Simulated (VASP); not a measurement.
# C (Fd-3m) in VASP: further runs

Runs on C. Level: PBE. Tasks: single point, relaxation of cell and atoms.

All numbers are computed with VASP 6.6.1; they aren't measurements. Logs are shortened: lines on timing, memory, paths and dates and some standing lists are left out, and cuts for length are marked.

**1. The cell of the first run**

The structure is cubic, space group Fd-3m (No. 227). Conventional cell: a = 3.572 Å, b = 3.572 Å, c = 3.572 Å, α = 90.00°, β = 90.00°, γ = 90.00°. C (site symmetry -43m) has 4 C at 1.55 Å within 2.1 Å.

**2. Single point, PBE**

File INCAR:

```
SYSTEM = C
ALGO     = Normal         ! electronic algorithm
EDIFF    = 1E-6           ! SCF threshold, eV
ENCUT    = 520            ! plane-wave cutoff, eV
GGA      = PE             ! functional
ISIF     = 2              ! what is computed and relaxed
ISMEAR   = 0              ! smearing method
LASPH    = .True.         ! aspherical terms in the spheres
LCHARG   = .False.        ! write CHGCAR
LREAL    = .False.        ! projectors in reciprocal space
LWAVE    = .False.        ! write WAVECAR
NBANDS   = 26             ! bands
NELM     = 100            ! most SCF steps
PREC     = Accurate       ! precision mode
SIGMA    = 0.01           ! smearing width, eV
```

File KPOINTS:

```
k-points
0
Gamma
  6 6 6
  0 0 0
```

File POSCAR:

```
C
1.0
    3.5716705104      0.0000000000      0.0000000000
    0.0000000000      3.5716705104      0.0000000000
    0.0000000000      0.0000000000      3.5716705104
C
8
Direct
    0.0000000000      0.0000000000      0.0000000000
    0.0000000000      0.5000000000      0.5000000000
    0.5000000000      0.0000000000      0.5000000000
    0.5000000000      0.5000000000      0.0000000000
    0.2500000000      0.2500000000      0.2500000000
    0.2500000000      0.7500000000      0.7500000000
    0.7500000000      0.2500000000      0.7500000000
    0.7500000000      0.7500000000      0.2500000000
```

Potentials or basis: VASP PAW PBE potentials, release 64 (C).

On the command line:

```console
$ cat potpaw_PBE.64/C/POTCAR > POTCAR
$ mpirun -np 1 vasp_std > vasp.out
```

OUTCAR:

```text
SYSTEM = C
   EDIFF = 1E-6
   ENCUT = 520
   GGA = PE
   ISIF = 2
   ISMEAR = 0
   LASPH = .True.
   LREAL = .False.
   NELM = 100
   PREC = Accurate

 ion  position               nearest neighbor table
   1  0.000  0.000  0.000-   5 1.55   6 1.55   7 1.55   8 1.55
   2  0.000  0.500  0.500-   5 1.55   6 1.55   7 1.55   8 1.55
   3  0.500  0.000  0.500-   5 1.55   6 1.55   7 1.55   8 1.55
   4  0.500  0.500  0.000-   5 1.55   6 1.55   7 1.55   8 1.55
   5  0.250  0.250  0.250-   1 1.55   2 1.55   3 1.55   4 1.55
   6  0.250  0.750  0.750-   1 1.55   2 1.55   3 1.55   4 1.55
   7  0.750  0.250  0.750-   1 1.55   2 1.55   3 1.55   4 1.55
   8  0.750  0.750  0.250-   1 1.55   2 1.55   3 1.55   4 1.55

  LATTYP: Found a simple cubic cell.
 ALAT       =     3.5716705104

  Lattice vectors:

 A1 = (   3.5716705104,   0.0000000000,   0.0000000000)
 A2 = (   0.0000000000,   3.5716705104,   0.0000000000)
 A3 = (   0.0000000000,   0.0000000000,   3.5716705104)

Analysis of symmetry for initial positions (statically):
=====================================================================
 Subroutine PRICEL returns following result:

  LATTYP: Found a face centered cubic cell.
 ALAT       =     3.5716705104

  Lattice vectors:

 A1 = (   1.7858352552,  -1.7858352552,   0.0000000000)
 A2 = (   1.7858352552,   0.0000000000,   1.7858352552)
 A3 = (   0.0000000000,  -1.7858352552,   1.7858352552)

   4 primitive cells build up your supercell.

 Routine SETGRP: Setting up the symmetry group for a
 simple cubic supercell.

 Subroutine GETGRP returns: Found 48 space group operations
 (whereof 24 operations were pure point group operations)
 out of a pool of 48 trial point group operations.

The static configuration has the point symmetry T_d .
 The point group associated with its full space group is O_h .

Analysis of symmetry for dynamics (positions and initial velocities):
=====================================================================
 Subroutine PRICEL returns following result:

  LATTYP: Found a face centered cubic cell.
 ALAT       =     3.5716705104

  Lattice vectors:

 A1 = (   1.7858352552,  -1.7858352552,   0.0000000000)
 A2 = (   1.7858352552,   0.0000000000,   1.7858352552)
 A3 = (   0.0000000000,  -1.7858352552,   1.7858352552)

   4 primitive cells build up your supercell.

 Routine SETGRP: Setting up the symmetry group for a
 simple cubic supercell.

 Subroutine GETGRP returns: Found 48 space group operations
 (whereof 24 operations were pure point group operations)
 out of a pool of 48 trial point group operations.

The dynamic configuration has the point symmetry T_d .
 The point group associated with its full space group is O_h .

 Subroutine INISYM returns: Found 48 space group operations
 (whereof 24 operations are pure point group operations),
 and found     4 'primitive' translations

----------------------------------------------------------------------------------------

                                     Primitive cell

  volume of cell :      11.3908

  direct lattice vectors                    reciprocal lattice vectors
     1.785835255 -1.785835255  0.000000000     0.279981033 -0.279981033 -0.279981033
     1.785835255  0.000000000  1.785835255     0.279981033  0.279981033  0.279981033
     0.000000000 -1.785835255  1.785835255    -0.279981033 -0.279981033  0.279981033

  length of vectors
     2.525552438  2.525552438  2.525552438     0.484941375  0.484941375  0.484941375

  position of ions in fractional coordinates (direct lattice)
     0.000000000  0.000000000  0.000000000
     0.750000000  0.750000000  0.750000000

  ion indices of the primitive-cell ions
   primitive index   ion index
                 1           1
                 2           5

----------------------------------------------------------------------------------------

 KPOINTS: k-points

Automatic generation of k-mesh.
 Grid dimensions read from file:
 generate k-points for:    6    6    6

 Generating k-lattice:

  Cartesian coordinates                     Fractional coordinates (reciprocal lattice)
     0.046663506  0.000000000  0.000000000     0.166666667  0.000000000  0.000000000
     0.000000000  0.046663506  0.000000000     0.000000000  0.166666667  0.000000000
     0.000000000  0.000000000  0.046663506     0.000000000  0.000000000  0.166666667

  Length of vectors
     0.046663506  0.046663506  0.046663506

  Shift w.r.t. Gamma in fractional coordinates (k-lattice)
     0.000000000  0.000000000  0.000000000

 Subroutine IBZKPT returns following result:
 ===========================================

 Found     20 irreducible k-points:

 Following reciprocal coordinates:
            Coordinates               Weight
  0.000000  0.000000  0.000000      1.000000
  0.166667  0.000000  0.000000      6.000000
  0.333333  0.000000  0.000000      6.000000
  0.500000  0.000000  0.000000      3.000000
  0.166667  0.166667  0.000000     12.000000
  0.333333  0.166667  0.000000     24.000000
[... 12 lines left out ...]
  0.500000  0.500000  0.333333      6.000000
  0.500000  0.500000  0.500000      1.000000
   k-points           NKPTS =     20   k-points in BZ     NKDIM =     20   number of bands    NBANDS=     26
   number of dos      NEDOS =    301   number of ions     NIONS =      8
   total plane-waves  NPLWV =  21952
   dimension x,y,z NGX =    28 NGY =   28 NGZ =   28
   dimension x,y,z NGXF=    56 NGYF=   56 NGZF=   56
   ions per type =               8
   NGX,Y,Z   is equivalent  to a cutoff of  13.03, 13.03, 13.03 a.u.
   NGXF,Y,Z  is equivalent  to a cutoff of  26.07, 26.07, 26.07 a.u.
 SYSTEM =  C
   PREC   = accura    normal or accurate (medium, high low for compatibility)
   ISTART =      0    job   : 0-new  1-cont  2-samecut
   ICHARG =      2    charge: 1-file 2-atom 10-const
   ISPIN  =      1    spin polarized calculation?
   LNONCOLLINEAR =      F non collinear calculations
   LSORBIT =      F    spin-orbit coupling
   LASPH  =      T    aspherical Exc in radial PAW
   ENCUT  =  520.0 eV  38.22 Ry    6.18 a.u.   6.64  6.64  6.64*2*pi/ulx,y,z
   NELM   =    100;   NELMIN=  2; NELMDL= -5     # of ELM steps
   EDIFF  = 0.1E-05   stopping-criterion for ELM
   LREAL  =      F    real-space projection
   EDIFFG = 0.1E-04   stopping-criterion for IOM
   NSW    =      0    number of steps for IOM
   IBRION =     -1    ionic relax: 0-MD 1-quasi-New 2-CG
   NFREE  =      0    steps in history (QN), initial steepest desc. (CG)
   ISIF   =      2    stress and relaxation
   ISYM   =      2    0-nonsym 1-usesym 2-fastsym
   POTIM  = 0.5000    time-step for ionic-motion
   TEBEG  =    0.0;   TEEND  =   0.0 temperature during run
   PSTRESS=    0.0 pullay stress
   NELECT =      32.0000    total number of electrons
   NUPDOWN=      -1.0000    fix difference up-down
   EMIN   =  10.00;   EMAX   =-10.00  energy-range for DOS
   EFERMI =   0.00;   METHOD = LEGACY
   ISMEAR =     0;   SIGMA  =   0.01  broadening in eV -4-tet -1-fermi 0-gaus
   EFERMI_NEDOS =   21; number of points for ismear=-14 and -15
   IALGO  =     38    algorithm
   IMIX   =      4    mixing-type and parameters
     AMIX     =   0.40;   BMIX     =  1.00
     AMIX_MAG =   1.60;   BMIX_MAG =  1.00
  volume/ion in A,a.u.               =       5.70        38.43
  Fermi-wavevector in a.u.,A,eV,Ry     =   1.455191  2.749913 28.811450  2.117582
  Thomas-Fermi vector in A             =   2.572255
   LORBIT       =      0    0 simple, 1 ext, 2 COOP (PROOUT), +10 PAW based schemes
   GGA     = PE    functional components
   LHFCALC =     F    Hartree Fock is set to
   AEXX    =    0.0000 exact exchange contribution
   IVDW    =     0    specifies the selected vdW correction
   LEPSILON=     F    determine dielectric tensor
   LRPA    =     F    only Hartree local field effects (RPA)
 non-spin polarized calculation
 Gauss-broadening in eV      SIGMA  =   0.01
  energy-cutoff  :      520.00
  volume of cell :       45.56
 maximum number of plane-waves:      1253
 NGX is ok and might be reduce to    28
   NGX = 13   NGY = 13   NGZ = 13

 number of electron      31.9999996 magnetization

 Free energy of the ion-electron system (eV)
  ---------------------------------------------------
  ext. energy  EPLUGINS =         0.00000000
  ---------------------------------------------------
  free energy    TOTEN  =       -72.74290886 eV

  energy without entropy =      -72.74290886  energy(sigma->0) =      -72.74290886

 E-fermi :   9.7236     XC(G=0): -13.2301

 val. band max:        9.6700689715   @ k =   0.0000   0.0000   0.0000
 cond. band min:      13.8138012218   @ k =   0.3333   0.0000   0.0000
 fundamental gap:      4.1437322503
 Fermi energy:         9.7236406231

 k-point     1 :       0.0000    0.0000    0.0000
  band No.  band energies     occupation
      1     -11.7515      2.00000
      2      -3.0639      2.00000
      3      -3.0639      2.00000
      4      -3.0639      2.00000
      5      -3.0639      2.00000
      6      -3.0639      2.00000
[... 18 lines left out ...]
     25      15.2487      0.00000
     26      22.9072      0.00000

 k-point     2 :       0.1667    0.0000    0.0000
  band No.  band energies     occupation
      1     -11.4958      2.00000
      2      -5.5812      2.00000
      3      -2.9061      2.00000
      4      -2.9061      2.00000
      5      -2.9061      2.00000
      6      -2.9061      2.00000
[... 18 lines left out ...]
     25      16.3742      0.00000
     26      23.0334      0.00000

 k-point     3 :       0.3333    0.0000    0.0000
  band No.  band energies     occupation
      1     -10.7322      2.00000
      2      -7.7418      2.00000
      3      -2.5243      2.00000
      4      -2.5243      2.00000
      5      -2.5243      2.00000
      6      -2.5243      2.00000
[... 456 lines left out ...]
 k-point    19 :       0.5000    0.5000    0.3333
  band No.  band energies     occupation
      1      -6.4869      2.00000
      2      -6.4869      2.00000
      3      -6.4869      2.00000
      4      -6.4869      2.00000
      5      -2.7230      2.00000
      6      -2.7230      2.00000
[... 18 lines left out ...]
     25      19.0867      0.00000
     26      19.0867      0.00000

 k-point    20 :       0.5000    0.5000    0.5000
  band No.  band energies     occupation
      1      -5.9993      2.00000
      2      -5.9993      2.00000
      3      -5.9993      2.00000
      4      -5.9993      2.00000
      5      -3.6560      2.00000
      6      -3.6560      2.00000
[... 18 lines left out ...]
     25      18.4622      0.00000
     26      18.4622      0.00000

------------------------ aborting loop because EDIFF is reached ----------------------------------------

  FORCE on cell =-STRESS in cart. coord.  units (eV):
  Direction    XX          YY          ZZ          XY          YZ          ZX
  --------------------------------------------------------------------------------------
  -------------------------------------------------------------------------------------
  Total        0.1809113      0.1809113      0.1809113     -0.0000000     -0.0000000      0.0000000
  in kB        6.3615386      6.3615386      6.3615386     -0.0000000     -0.0000000      0.0000000
  external PRESSURE =       6.3615386 kB  Pullay stress =       0.0000000 kB

 VOLUME and BASIS-vectors are now :
 -----------------------------------------------------------------------------
  energy-cutoff  :      520.00
  volume of cell :       45.56
      direct lattice vectors                 reciprocal lattice vectors
     3.571670510  0.000000000  0.000000000     0.279981033  0.000000000  0.000000000
     0.000000000  3.571670510  0.000000000     0.000000000  0.279981033  0.000000000
     0.000000000  0.000000000  3.571670510     0.000000000  0.000000000  0.279981033

 POSITION                                       TOTAL-FORCE (eV/Angst)
 -----------------------------------------------------------------------------------
      0.00000      0.00000      0.00000        -0.000000     -0.000000     -0.000000
      0.00000      1.78584      1.78584         0.000000     -0.000000     -0.000000
      1.78584      0.00000      1.78584        -0.000000      0.000000     -0.000000
      1.78584      1.78584      0.00000        -0.000000     -0.000000     -0.000000
      0.89292      0.89292      0.89292        -0.000000      0.000000      0.000000
      0.89292      2.67875      2.67875         0.000000      0.000000      0.000000
      2.67875      0.89292      2.67875         0.000000     -0.000000      0.000000
      2.67875      2.67875      0.89292         0.000000      0.000000      0.000000
 -----------------------------------------------------------------------------------
    total drift:                                0.000000      0.000000      0.000000

  FREE ENERGIE OF THE ION-ELECTRON SYSTEM (eV)
  ---------------------------------------------------
  free  energy   TOTEN  =       -72.7429088606 eV

  energy  without entropy=      -72.7429088606  energy(sigma->0) =      -72.74290886
```

It took 17 s on 1 thread of Intel Xeon Platinum 8259CL at 2.50GHz (Skylake/Cascade Lake), shared host; peak memory 0.15 GiB.

Results:

* Free energy: -72.7429 eV
* Pressure: 0.6 GPa
* Band gap on the k mesh: 4.14 eV

A k mesh can miss the band edges. A hybrid or GW would open this gap; PBE tends to underestimate it.

**3. Relaxation of cell and atoms, PBE**

This run uses another cell than the first one, of 5.67 Å³/atom, 0.996 times its volume.

File INCAR:

```
SYSTEM = C
ALGO = Normal
EDIFF = 1E-7
EDIFFG = -0.002
ENCUT = 600
GGA = PE
IBRION = 2
ISIF = 3
ISMEAR = 0
LASPH = .TRUE.
LCHARG = .FALSE.
LREAL = .FALSE.
LWAVE = .FALSE.
NELM = 60
NSW = 80
PREC = Accurate
SIGMA = 0.01
```

File KPOINTS:

```
k-points
0
G
  6 6 6
  0 0 0
```

Changes to POSCAR since step 2:

```diff
@@ -2,5 +2,5 @@
 1.0
-    3.5716705104      0.0000000000      0.0000000000
-    0.0000000000      3.5716705104      0.0000000000
-    0.0000000000      0.0000000000      3.5716705104
+    3.5670000000      0.0000000000      0.0000000000
+    0.0000000000      3.5670000000      0.0000000000
+    0.0000000000      0.0000000000      3.5670000000
 C
```

Potentials or basis: VASP PAW PBE potentials, release 64 (C).

On the command line:

```console
$ cat potpaw_PBE.64/C/POTCAR > POTCAR
$ mpirun -np 1 vasp_std > vasp.out
```

It took 34 s on 1 thread of Intel Xeon Platinum 8259CL at 2.50GHz (Skylake/Cascade Lake), shared host; peak memory 0.15 GiB.

It converged, with:

```
Free energy                            : -72.7613 eV
Relaxed volume                         : 5.69 Å³/atom
Relaxed cell                           : a = 3.572 Å, b = 3.572 Å, c = 3.572 Å, α = 90.00°, β = 90.00°, γ = 90.00°
Space group after relaxing (to 0.05 Å) : Fd-3m (No. 227)
Energy gained by relaxing              : 0.1 meV/atom
Ionic steps                            : 3
Pressure after relaxing                : 0.0 GPa
Band gap on the k mesh                 : 4.14 eV
```

The path:
```csv
step,energy change (eV),largest force (eV/Å),pressure (GPa),volume (Å³)
1,0.0000,0.0000,1.68,45.38
2,0.0005,0.0000,-2.03,45.78
3,-0.0009,0.0000,0.00,45.56
```

Final structure:
```yaml
crystal:
  lattice:
    - [3.57157, 0.00000, 0.00000]
    - [0.00000, 3.57157, 0.00000]
    - [0.00000, 0.00000, 3.57157]
  atoms:
    - { symbol: C, position: [0.00000, 0.00000, 0.00000] }
    - { symbol: C, position: [0.00000, 0.50000, 0.50000] }
    - { symbol: C, position: [0.50000, 0.00000, 0.50000] }
    - { symbol: C, position: [0.50000, 0.50000, 0.00000] }
    - { symbol: C, position: [0.25000, 0.25000, 0.25000] }
    - { symbol: C, position: [0.25000, 0.75000, 0.75000] }
    - { symbol: C, position: [0.75000, 0.25000, 0.75000] }
    - { symbol: C, position: [0.75000, 0.75000, 0.25000] }
```

Levels at points of the mesh, in eV from the valence-band top:
```tsv
k point	band 14	band 15	band 16	band 17	band 18	band 19
(0.00, 0.00, 0.00)	0.00	0.00	0.00	4.75	4.75	4.75
(0.50, 0.00, 0.00)	-4.10	-4.10	-4.10	4.43	4.43	10.22
(0.50, 0.50, 0.00)	-3.00	-3.00	-3.00	7.91	7.91	7.91
(0.50, 0.50, 0.50)	-2.79	-2.79	-2.79	8.44	8.44	8.44
```
